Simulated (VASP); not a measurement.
**HoO3: single point with PBE**

HoO3:

```
Ho O
1.0
     3.73984    0.00000    0.00000
    -1.86992    3.23880    0.00000
     0.00000    0.00000    4.49859
Ho O
1 3
Direct
  0.00000 0.00000 0.50000
  0.33333 0.66667 0.68250
  0.66667 0.33333 0.31750
  0.00000 0.00000 0.00000
```

The cell was generated, and may not be a known phase.

```yaml
Program: VASP 6.6.1
Task: single point
Functional: PBE
Potentials_or_basis: VASP PAW PBE potentials, release 64 (Ho_3, O), 4f in core
Cutoff: 600 eV
k_mesh: 6 × 6 × 4
Occupations: gaussian, width 0.1 eV
Spin: no spin polarisation
Dipole_correction: no
Further_INCAR_settings: ALGO = Normal; EDIFF = 1e-06; NBANDS = 22
```

```json
{
  "Pressure": "0.8 GPa",
  "Largest force": "0.054 eV/Å",
  "Band gap on the k mesh": "zero (an odd number of electrons rules out a gap without spin polarisation)"
}
```

Forces on the atoms (eV/Å):
```
Ho   0.000  0.000  0.000
O    0.000  0.000  0.054
O    0.000  0.000 -0.054
O    0.000  0.000  0.000
```

Stress tensor (GPa, compression positive):
```
0.58 0.00 0.00
0.00 0.58 0.00
0.00 0.00 1.31
```

Levels at points of the mesh, in eV from the Fermi level:
```tsv
k point	band 11	band 12	band 13	band 14	band 15	band 16
(0.00, 0.00, 0.00)	-1.24	-1.24	0.11	0.11	0.16	7.02
(0.50, 0.00, 0.00)	-1.56	-0.68	-0.35	-0.10	0.63	6.50
(0.00, 0.00, 0.50)	-0.95	-0.83	-0.83	-0.45	-0.45	7.86
(0.50, 0.00, 0.50)	-1.20	-0.85	-0.23	0.07	0.14	7.38
```

Run time: 27 s on 1 thread of Intel(R) Xeon(R) 6975P-C (Granite Rapids) (shared host), peak memory 0.2 GiB.

Caveat: spin-orbit coupling is left out, which moves the levels of the heavy elements; the 4f electrons are frozen in the core, so they carry no moment and show no levels; an odd number of electrons without spin polarisation forces a metal; a magnetic or distorted state may lie lower; the run has no spin polarisation, though such a crystal can be magnetic. Spin polarisation is off, so any magnetic state and its effect on volume and gap are missing.
